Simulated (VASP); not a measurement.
Set up this calculation in VASP 6.6.1, as the native input.

| Quantity | Value |
| --- | --- |
| Task | single point |
| Functional | LDA |
| Potentials or basis | VASP PAW LDA potentials, release 64 (Ga_d, Sb) |
| Cutoff | 520 eV |
| k mesh | 10 × 10 × 10 |
| Occupations | gaussian, width 0.15 eV |
| Spin | no spin polarisation |
| Dipole correction | no |
| Further INCAR settings | ALGO = Normal; EDIFF = 1e-06; NBANDS = 22 |

The structure of GaSb3 lies in POSCAR:

```
GaSb3
1.0
   -0.0965263301      3.6220011279      3.6220011279
    3.5254747978      0.0000000000      3.5254747978
    3.6220011279      3.6220011279     -0.0965263301
Ga Sb
1 3
Direct
    0.0000000000      0.0000000000      0.0000000000
    0.2500000000      0.2500000000      0.2500000000
    0.7500000000      0.7500000000      0.7500000000
    0.5000000000      0.5000000000      0.5000000000
```

This cell differs from its parent crystal: engineering shear strain xz -0.0533, normal strain along z +0.0000.

These files were run (other wordings do the same):

INCAR

```
PREC = Accurate
ENCUT = 520
EDIFF = 1E-6
ISMEAR = 0
SIGMA = 0.15
LREAL = False
LASPH = True
NELM = 60
ALGO = Normal
ISIF = 2
LWAVE = False
LCHARG = True
GGA = CA
LELF = True
LVHAR = True
NBANDS = 22
```

KPOINTS

```
Automatic mesh
0
Gamma
  10 10 10
```

Potentials or basis: VASP PAW LDA potentials, release 64 (Ga_d, Sb).

Run with:

```console
$ cat potpaw_LDA.64/Ga_d/POTCAR potpaw_LDA.64/Sb/POTCAR > POTCAR
$ mpirun -np 1 vasp_std > vasp.out
```

It gave:

```
Pressure               : 0.5 GPa
Largest force          : 0.125 eV/Å
Band gap on the k mesh : zero (band 14 reaches 9.88 eV, above the bottom of band 15 at 5.84 eV)
```

Caveat: the cell differs from its parent crystal (engineering shear strain xz -0.0533, normal strain along z +0.0000); spin-orbit coupling is left out, which moves the levels of the heavy elements.

It took 2.4 min on 1 thread of Intel(R) Xeon(R) 6975P-C (Granite Rapids) (shared host), peak memory 0.45 GiB.
